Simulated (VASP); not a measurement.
# Au (Fm-3m) in VASP: a series of runs

Au is run at these levels: BLYP; tasks: single point.

All numbers are computed with VASP 6.6.1; they aren't measurements. Logs are shortened: lines on timing, memory, paths and dates and some standing lists are left out, and cuts for length are marked.

## 1. The cell of the first run

The structure is cubic, space group Fm-3m (No. 225). Conventional cell: a = 4.326 Å, b = 4.326 Å, c = 4.326 Å, α = 90.00°, β = 90.00°, γ = 90.00°. Within 4.0 Å of Au (site symmetry m-3m) lie 12 Au at 3.06 Å.

## 2. Single point, BLYP (volume scaled by 1.04)

INCAR

```
SYSTEM = Au
PREC = Accurate ; ENCUT = 520
EDIFF = 1E-7 ; ISMEAR = -1
SIGMA = 0.1 ; LREAL = .FALSE.
LASPH = .TRUE. ; NELM = 100
ALGO = Normal ; ISIF = 2
LWAVE = .FALSE. ; LCHARG = .FALSE.
GGA = B5 ; ALDAX = 1.0
AGGAX = 1.0 ; AGGAC = 1.0
ALDAC = 0.0 ; NBANDS = 12
```

KPOINTS

```
Automatic mesh
0
G
  21 21 21
  0 0 0
```

POSCAR

```
Au
1.0
    0.0000000000      2.1628968003      2.1628968003
    2.1628968003      0.0000000000      2.1628968003
    2.1628968003      2.1628968003      0.0000000000
Au
1
Direct
    0.0000000000      0.0000000000      0.0000000000
```

Potentials or basis: VASP PAW PBE potentials, release 64 (Au).

Launch:

```
> cat potpaw_PBE.64/Au/POTCAR > POTCAR
> mpirun -np 1 vasp_std > vasp.out
```

OUTCAR:

```text
SYSTEM = Au
   PREC = Accurate
   ENCUT = 520
   EDIFF = 1E-7
   ISMEAR = -1
   LREAL = .FALSE.
   LASPH = .TRUE.
   NELM = 100
   ISIF = 2
   GGA = B5

 ion  position               nearest neighbor table
   1  0.000  0.000  0.000-

  LATTYP: Found a face centered cubic cell.
 ALAT       =     4.3257936006

  Lattice vectors:

 A1 = (   0.0000000000,   2.1628968003,   2.1628968003)
 A2 = (   2.1628968003,   0.0000000000,   2.1628968003)
 A3 = (   2.1628968003,   2.1628968003,   0.0000000000)

Analysis of symmetry for initial positions (statically):
=====================================================================
 Subroutine PRICEL returns:
 Original cell was already a primitive cell.

 Routine SETGRP: Setting up the symmetry group for a
 face centered cubic supercell.

 Subroutine GETGRP returns: Found 48 space group operations
 (whereof 48 operations were pure point group operations)
 out of a pool of 48 trial point group operations.

The static configuration has the point symmetry O_h .

Analysis of symmetry for dynamics (positions and initial velocities):
=====================================================================
 Subroutine PRICEL returns:
 Original cell was already a primitive cell.

 Routine SETGRP: Setting up the symmetry group for a
 face centered cubic supercell.

 Subroutine GETGRP returns: Found 48 space group operations
 (whereof 48 operations were pure point group operations)
 out of a pool of 48 trial point group operations.

The dynamic configuration has the point symmetry O_h .

 Subroutine INISYM returns: Found 48 space group operations
 (whereof 48 operations are pure point group operations),
 and found     1 'primitive' translations

----------------------------------------------------------------------------------------

                                     Primitive cell

  volume of cell :      20.2366

  direct lattice vectors                    reciprocal lattice vectors
     0.000000000  2.162896800  2.162896800    -0.231171455  0.231171455  0.231171455
     2.162896800  0.000000000  2.162896800     0.231171455 -0.231171455  0.231171455
     2.162896800  2.162896800  0.000000000     0.231171455  0.231171455 -0.231171455

  length of vectors
     3.058797989  3.058797989  3.058797989     0.400400705  0.400400705  0.400400705

  position of ions in fractional coordinates (direct lattice)
     0.000000000  0.000000000  0.000000000

  ion indices of the primitive-cell ions
   primitive index   ion index
                 1           1

----------------------------------------------------------------------------------------

 KPOINTS: Automatic mesh

Automatic generation of k-mesh.
 Grid dimensions read from file:
 generate k-points for:   21   21   21

 Generating k-lattice:

  Cartesian coordinates                     Fractional coordinates (reciprocal lattice)
    -0.011008165  0.011008165  0.011008165     0.047619048  0.000000000  0.000000000
     0.011008165 -0.011008165  0.011008165     0.000000000  0.047619048  0.000000000
     0.011008165  0.011008165 -0.011008165     0.000000000  0.000000000  0.047619048

  Length of vectors
     0.019066700  0.019066700  0.019066700

  Shift w.r.t. Gamma in fractional coordinates (k-lattice)
     0.000000000  0.000000000  0.000000000

 Subroutine IBZKPT returns following result:
 ===========================================

 Found    286 irreducible k-points:

 Following reciprocal coordinates:
            Coordinates               Weight
  0.000000  0.000000  0.000000      1.000000
  0.047619  0.000000  0.000000      8.000000
  0.095238  0.000000  0.000000      8.000000
  0.142857  0.000000  0.000000      8.000000
  0.190476  0.000000  0.000000      8.000000
  0.238095  0.000000  0.000000      8.000000
[... 16 lines left out ...]
 -0.428571  0.047619  0.000000     24.000000
 -0.380952  0.047619  0.000000     24.000000
 [... further k-points ...]
   k-points           NKPTS =    286   k-points in BZ     NKDIM =    286   number of bands    NBANDS=     12
   number of dos      NEDOS =    301   number of ions     NIONS =      1
   total plane-waves  NPLWV =  13824
   dimension x,y,z NGX =    24 NGY =   24 NGZ =   24
   dimension x,y,z NGXF=    48 NGYF=   48 NGZF=   48
   ions per type =               1
   NGX,Y,Z   is equivalent  to a cutoff of  13.04, 13.04, 13.04 a.u.
   NGXF,Y,Z  is equivalent  to a cutoff of  26.09, 26.09, 26.09 a.u.
 SYSTEM =  Au
   PREC   = accura    normal or accurate (medium, high low for compatibility)
   ISTART =      0    job   : 0-new  1-cont  2-samecut
   ICHARG =      2    charge: 1-file 2-atom 10-const
   ISPIN  =      1    spin polarized calculation?
   LNONCOLLINEAR =      F non collinear calculations
   LSORBIT =      F    spin-orbit coupling
   LASPH  =      T    aspherical Exc in radial PAW
   ENCUT  =  520.0 eV  38.22 Ry    6.18 a.u.   5.69  5.69  5.69*2*pi/ulx,y,z
   NELM   =    100;   NELMIN=  2; NELMDL= -5     # of ELM steps
   EDIFF  = 0.1E-06   stopping-criterion for ELM
   LREAL  =      F    real-space projection
   EDIFFG = 0.1E-05   stopping-criterion for IOM
   NSW    =      0    number of steps for IOM
   IBRION =     -1    ionic relax: 0-MD 1-quasi-New 2-CG
   NFREE  =      0    steps in history (QN), initial steepest desc. (CG)
   ISIF   =      2    stress and relaxation
   ISYM   =      2    0-nonsym 1-usesym 2-fastsym
   POTIM  = 0.5000    time-step for ionic-motion
   TEBEG  =    0.0;   TEEND  =   0.0 temperature during run
   PSTRESS=    0.0 pullay stress
   NELECT =      11.0000    total number of electrons
   NUPDOWN=      -1.0000    fix difference up-down
   EMIN   =  10.00;   EMAX   =-10.00  energy-range for DOS
   EFERMI =   0.00;   METHOD = LEGACY
   ISMEAR =    -1;   SIGMA  =   0.10  broadening in eV -4-tet -1-fermi 0-gaus
   EFERMI_NEDOS =   21; number of points for ismear=-14 and -15
   IALGO  =     38    algorithm
   IMIX   =      4    mixing-type and parameters
     AMIX     =   0.40;   BMIX     =  1.00
     AMIX_MAG =   1.60;   BMIX_MAG =  1.00
  volume/ion in A,a.u.               =      20.24       136.56
  Fermi-wavevector in a.u.,A,eV,Ry     =   1.336062  2.524791 24.287237  1.785062
  Thomas-Fermi vector in A             =   2.464718
   LORBIT       =      0    0 simple, 1 ext, 2 COOP (PROOUT), +10 PAW based schemes
[... 43 lines left out ...]

 k-point     2 :       0.0476    0.0000    0.0000
  band No.  band energies     occupation
      1      -0.6361      2.00000
      2       3.4727      2.00000
      3       3.5113      2.00000
      4       3.5113      2.00000
      5       4.5970      2.00000
      6       4.5970      2.00000
      7      22.3692      0.00000
      8      24.5678      0.00000
      9      25.1426      0.00000
     10      25.1426      0.00000
     11      30.3483      0.00000
     12      31.7759      0.00000

 k-point     3 :       0.0952    0.0000    0.0000
  band No.  band energies     occupation
      1      -0.4350      2.00000
      2       3.4271      2.00000
      3       3.5692      2.00000
      4       3.5692      2.00000
      5       4.5779      2.00000
      6       4.5779      2.00000
      7      22.4246      0.00000
      8      23.4580      0.00000
      9      25.2848      0.00000
     10      25.2848      0.00000
     11      29.7526      0.00000
     12      31.3351      0.00000

 k-point     4 :       0.1429    0.0000    0.0000
  band No.  band energies     occupation
      1      -0.1137      2.00000
      2       3.3739      2.00000
      3       3.6439      2.00000
      4       3.6439      2.00000
      5       4.5686      2.00000
      6       4.5686      2.00000
      7      21.4868      0.00000
      8      23.0771      0.00000
      9      25.4628      0.00000
     10      25.4628      0.00000
     11      28.7133      0.00000
     12      30.4309      0.00000

 k-point     5 :       0.1905    0.0000    0.0000
  band No.  band energies     occupation
      1       0.2995      2.00000
      2       3.3525      2.00000
      3       3.7014      2.00000
      4       3.7014      2.00000
      5       4.6027      2.00000
      6       4.6027      2.00000
      7      19.8186      0.00000
      8      23.1879      0.00000
      9      25.5643      0.00000
     10      25.5643      0.00000
     11      28.0511      0.00000
     12      29.6575      0.00000

 k-point     6 :       0.2381    0.0000    0.0000
  band No.  band energies     occupation
      1       0.7466      2.00000
      2       3.4324      2.00000
      3       3.7110      2.00000
      4       3.7110      2.00000
      5       4.7087      2.00000
      6       4.7087      2.00000
      7      18.0223      0.00000
      8      23.1222      0.00000
      9      25.4267      0.00000
     10      25.4267      0.00000
     11      27.9581      0.00000
     12      29.2175      0.00000

 k-point     7 :       0.2857    0.0000    0.0000
  band No.  band energies     occupation
      1       1.1304      2.00000
      2       3.6735      2.00000
      3       3.6735      2.00000
      4       3.7197      2.00000
      5       4.8786      2.00000
      6       4.8786      2.00000
      7      16.1993      0.00000
      8      22.8428      0.00000
      9      24.9898      0.00000
     10      24.9898      0.00000
     11      28.3855      0.00000
     12      29.1870      0.00000

 k-point     8 :       0.3333    0.0000    0.0000
  band No.  band energies     occupation
      1       1.3663      2.00000
      2       3.6126      2.00000
      3       3.6126      2.00000
      4       4.3025      2.00000
      5       5.0772      2.00000
      6       5.0772      2.00000
      7      14.4044      0.00000
      8      22.4820      0.00000
      9      24.4003      0.00000
     10      24.4003      0.00000
     11      29.1145      0.00000
     12      29.4184      0.00000
[... 166 lines left out ...]
 k-point    20 :       0.4286    0.0476    0.0000
  band No.  band energies     occupation
      1       1.5391      2.00000
      2       3.4864      2.00000
      3       3.5580      2.00000
      4       5.0082      2.00000
      5       5.4346      2.00000
      6       6.1549      2.00000
      7      11.6378      0.00000
      8      22.0074      0.00000
      9      23.0447      0.00000
     10      23.4753      0.00000
     11      30.0236      0.00000
     12      30.0397      0.00000

 k-point    21 :       0.4762    0.0476    0.0000
  band No.  band energies     occupation
      1       1.5465      2.00000
      2       3.4542      2.00000
      3       3.5204      2.00000
      4       5.2453      2.00000
      5       5.5026      2.00000
      6       7.1282      1.92649
      7      10.2125      0.00000
      8      21.8408      0.00000
      9      22.9455      0.00000
     10      23.0135      0.00000
     11      30.1728      0.00000
     12      30.2597      0.00000

 k-point    22 :      -0.4762    0.0476    0.0000
  band No.  band energies     occupation
      1       1.5469      2.00000
      2       3.4493      2.00000
      3       3.5070      2.00000
      4       5.3279      2.00000
      5       5.4901      2.00000
      6       7.5999      0.37989
      7       9.6379      0.00000
      8      21.7873      0.00000
      9      22.7713      0.00000
     10      23.0633      0.00000
     11      30.2198      0.00000
     12      30.2550      0.00000

 k-point    23 :      -0.4286    0.0476    0.0000
  band No.  band energies     occupation
      1       1.5464      2.00000
      2       3.4716      2.00000
      3       3.5202      2.00000
      4       5.2657      2.00000
      5       5.3969      2.00000
      6       6.8093      1.99686
      7      10.6520      0.00000
      8      21.8482      0.00000
      9      22.7584      0.00000
     10      23.4109      0.00000
     11      30.0439      0.00000
     12      30.1331      0.00000

 k-point    24 :      -0.3810    0.0476    0.0000
  band No.  band energies     occupation
      1       1.5322      2.00000
      2       3.5173      2.00000
      3       3.5584      2.00000
      4       4.9788      2.00000
      5       5.2363      2.00000
      6       5.9308      2.00000
      7      12.1739      0.00000
      8      22.0159      0.00000
      9      22.9605      0.00000
     10      23.9766      0.00000
     11      29.5901      0.00000
     12      29.8988      0.00000

 [... further k-points ...]
[... 5 lines left out ...]
  --------------------------------------------------------------------------------------
  -------------------------------------------------------------------------------------
  Total       -0.4075888     -0.4075888     -0.4075888      0.0000000      0.0000000      0.0000000
  in kB      -32.2697367    -32.2697367    -32.2697367      0.0000000      0.0000000      0.0000000
  external PRESSURE =     -32.2697367 kB  Pullay stress =       0.0000000 kB

 VOLUME and BASIS-vectors are now :
 -----------------------------------------------------------------------------
  energy-cutoff  :      520.00
  volume of cell :       20.24
      direct lattice vectors                 reciprocal lattice vectors
     0.000000000  2.162896800  2.162896800    -0.231171455  0.231171455  0.231171455
     2.162896800  0.000000000  2.162896800     0.231171455 -0.231171455  0.231171455
     2.162896800  2.162896800  0.000000000     0.231171455  0.231171455 -0.231171455

 POSITION                                       TOTAL-FORCE (eV/Angst)
 -----------------------------------------------------------------------------------
      0.00000      0.00000      0.00000         0.000000      0.000000     -0.000000
 -----------------------------------------------------------------------------------
    total drift:                               -0.000000      0.000000     -0.000000

  FREE ENERGIE OF THE ION-ELECTRON SYSTEM (eV)
  ---------------------------------------------------
  free  energy   TOTEN  =        -2.4508372868 eV

  energy  without entropy=       -2.4398906229  energy(sigma->0) =       -2.44536395
```

It used 29 s of CPU time on 1 thread of Intel Xeon 6975P-C, with other jobs on the host.

Results:

```yaml
Free_energy: -2.4508 eV
Pressure: -3.2 GPa
```

Caveat: the cell differs from its parent crystal (volume scaled by 1.04); the PAW data sets were made with another functional, which shifts forces and pressure a little; spin-orbit coupling is left out, which moves the levels of the heavy elements.

## 3. Single point, BLYP (volume scaled by 1.08)

INCAR

```
SYSTEM = Au
PREC     = Accurate       ! precision mode
ENCUT    = 520            ! plane-wave cutoff, eV
EDIFF    = 1E-6           ! SCF threshold, eV
ISMEAR   = -1             ! smearing method
SIGMA    = 0.1            ! smearing width, eV
LREAL    = .FALSE.        ! projectors in reciprocal space
LASPH    = .TRUE.         ! aspherical terms in the spheres
NELM     = 80             ! most SCF steps
ALGO     = Normal         ! electronic algorithm
ISIF     = 2              ! what is computed and relaxed
LWAVE    = .FALSE.        ! write WAVECAR
LCHARG   = .TRUE.         ! write CHGCAR
GGA      = B5             ! functional
ALDAX    = 1.0          
AGGAX    = 1.0          
AGGAC    = 1.0          
ALDAC    = 0.0          
LELF     = .TRUE.         ! ELF
LVHAR    = .TRUE.       
NBANDS   = 12             ! bands
```

KPOINTS is that of step 2.

POSCAR

```
Au
1.0
    0.0000000000      2.1902781475      2.1902781475
    2.1902781475      0.0000000000      2.1902781475
    2.1902781475      2.1902781475      0.0000000000
Au
1
Direct
    0.0000000000      0.0000000000      0.0000000000
```

Potentials or basis: VASP PAW PBE potentials, release 64 (Au).

Launch:

```
> cat potpaw_PBE.64/Au/POTCAR > POTCAR
> mpirun -np 1 vasp_std > vasp.out
```

Run time: 53 s. Hardware: 1 thread of Intel Xeon 6975P-C, shared host; peak memory 0.19 GiB.

Results (log left out):

```yaml
Free_energy: -2.4287 eV
Pressure: -6.0 GPa
```

Levels at points of the mesh, in eV from the Fermi level:
```tsv
k point	band 4	band 5	band 6	band 7	band 8	band 9
(0.00, 0.00, 0.00)	-3.80	-2.76	-2.76	14.85	17.40	17.40
```

Caveat: the cell differs from its parent crystal (volume scaled by 1.08); the PAW data sets were made with another functional, which shifts forces and pressure a little; spin-orbit coupling is left out, which moves the levels of the heavy elements.

## 4. Single point, BLYP (volume scaled by 1.12)

INCAR

```
PREC = Accurate
ENCUT = 520
EDIFF = 1E-7
ISMEAR = -1
SIGMA = 0.1
LREAL = F
LASPH = T
NELM = 80
ALGO = Normal
ISIF = 2
LWAVE = F
LCHARG = F
GGA = B5
ALDAX = 1.0
AGGAX = 1.0
AGGAC = 1.0
ALDAC = 0.0
NBANDS = 12
```

KPOINTS

```
Automatic mesh
0
Gamma
  21 21 21
```

POSCAR

```
Au
1.0
    0.0000000000      2.2169914894      2.2169914894
    2.2169914894      0.0000000000      2.2169914894
    2.2169914894      2.2169914894      0.0000000000
Au
1
Direct
    0.0000000000      0.0000000000      0.0000000000
```

Launch:

```
> cat potpaw_PBE.64/Au/POTCAR > POTCAR
> mpirun -np 1 vasp_std > vasp.out
```

Wall time 49 s (1 thread of Intel Xeon 6975P-C, shared host); peak memory 0.2 GiB.

The run converged. Its results:

```
Free energy : -2.3950 eV
Pressure    : -8.0 GPa
```

Levels at points of the mesh, in eV from the Fermi level:
| k point | band 3 | band 4 | band 5 | band 6 | band 7 | band 8 | band 9 | band 10 |
| --- | --- | --- | --- | --- | --- | --- | --- | --- |
| (0.00, 0.00, 0.00) | -3.65 | -3.65 | -2.68 | -2.68 | 14.84 | 17.16 | 17.16 | 17.16 |

Caveat: the cell differs from its parent crystal (volume scaled by 1.12); the PAW data sets were made with another functional, which shifts forces and pressure a little; spin-orbit coupling is left out, which moves the levels of the heavy elements.

## 5. Single point, BLYP, non-collinear spin, zero start, spin-orbit coupling

This run uses another cell than the first one, of 19.46 Å³/atom, 0.962 times its volume.

INCAR

```
SYSTEM = Au
PREC     = Accurate       ! precision mode
ENCUT    = 520            ! plane-wave cutoff, eV
EDIFF    = 1E-7           ! SCF threshold, eV
ISMEAR   = -1             ! smearing method
SIGMA    = 0.1            ! smearing width, eV
LREAL    = .FALSE.        ! projectors in reciprocal space
LASPH    = .TRUE.         ! aspherical terms in the spheres
NELM     = 150            ! most SCF steps
ALGO     = Normal         ! electronic algorithm
ISIF     = 2              ! what is computed and relaxed
LWAVE    = .FALSE.        ! write WAVECAR
LCHARG   = .FALSE.        ! write CHGCAR
MAGMOM   = 0 0 0          ! initial moments
LORBIT   = 11             ! projections on sites
LSORBIT  = .TRUE.         ! spin-orbit coupling
GGA_COMPAT= .FALSE.      
LORBMOM  = .TRUE.       
LMAXMIX  = 4              ! l up to which the mixer works
GGA      = B5             ! functional
ALDAX    = 1.0          
AGGAX    = 1.0          
AGGAC    = 1.0          
ALDAC    = 0.0          
NBANDS   = 22             ! bands
```

KPOINTS

```
regular mesh
0
G
  13 13 13
  0 0 0
```

POSCAR

```
Au
1.0
    0.0000000000      2.1348040517      2.1348040517
    2.1348040517      0.0000000000      2.1348040517
    2.1348040517      2.1348040517      0.0000000000
Au
1
Direct
    0.0000000000      0.0000000000      0.0000000000
```

Launch:

```
> cat potpaw_PBE.64/Au/POTCAR > POTCAR
> mpirun -np 1 vasp_ncl > vasp.out
```

It took 99 s on 1 thread of Intel Xeon 6975P-C, shared host; peak memory 0.23 GiB.

It converged, with:

- Free energy: -2.7273 eV
- Pressure: -0.6 GPa
- Net moment: 0.00 μB per cell
- Valence electrons inside the program's atomic spheres: Au 9.55

Moments on the atoms (μB; x, y, z):
```
Au  0.00 0.00 0.00
```

Caveat: the PAW data sets were made with another functional, which shifts forces and pressure a little.

## 6. Summary

```csv
spin,cell,k mesh,gap on the mesh (eV),pressure (GPa)
off,"a = 3.059 Å, angles 60.0°, 1 atom",21 × 21 × 21,none,-3.2
off,"a = 3.098 Å, angles 60.0°, 1 atom",21 × 21 × 21,none,-6.0
off,"a = 3.135 Å, angles 60.0°, 1 atom",21 × 21 × 21,none,-8.0
"non-collinear, zero start, SOC","a = 3.019 Å, angles 60.0°, 1 atom",13 × 13 × 13,-,-0.6
```

Alike in all rows: task single point; level BLYP; potentials or basis VASP PAW PBE potentials, release 64 (Au); cutoff (eV) 520; smearing fermi-dirac 0.1 eV.

Caveats: the PAW data sets were made with another functional, which shifts forces and pressure a little; spin-orbit coupling is left out, which moves the levels of the heavy elements (some runs).

Absolute energies hang on the potentials; compare differences alone.
